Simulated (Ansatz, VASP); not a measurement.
# Two plane-wave programs on AlNi

```
Al Ni
1.0
     2.99624    0.00000    0.00000
     0.00000    2.99624    0.00000
     0.00000    0.00000    2.65052
Al Ni
1 1
Direct
  0.00000 0.00000 0.00000
  0.50000 0.50000 0.50000
```

Change from the starting cell: strain +0.040 along x and y, -0.080 along z, atoms carried along.

Alike in both runs: task single point; functional PBEsol; k mesh 16 × 16 × 16; occupations gaussian, width 0.15 eV; no spin polarisation.

|  | VASP | Ansatz |
| --- | --- | --- |
| version | VASP 6.6.1 | Ansatz 0.2.0 |
| potentials or method | VASP PAW PBE potentials, release 64 (Al, Ni), cutoff 520 eV | scalar-relativistic, plane waves, PAW |
| valence electrons in the cell | 13 | 21 |

Ansatz gave:

| Quantity | Value |
| --- | --- |
| gap on the k mesh at the Fermi level (eV) | none |
| pressure (GPa) | -1.3 |
| traceless stress, the component that is largest in VASP (GPa) | 9.21 |

**Question.** Which values does VASP return?

**Answer.** gap on the k mesh at the Fermi level (eV): none; pressure (GPa): -1.2; traceless stress, the component that is largest in VASP (GPa): 9.38.

VASP's potentials were made for PBE, not for PBEsol. A gap of «none» marks a metal or a gap that the smearing closes. VASP's potentials hold 13 valence electrons a cell and Ansatz's 21, so a difference there can come from the potentials and not from the codes.
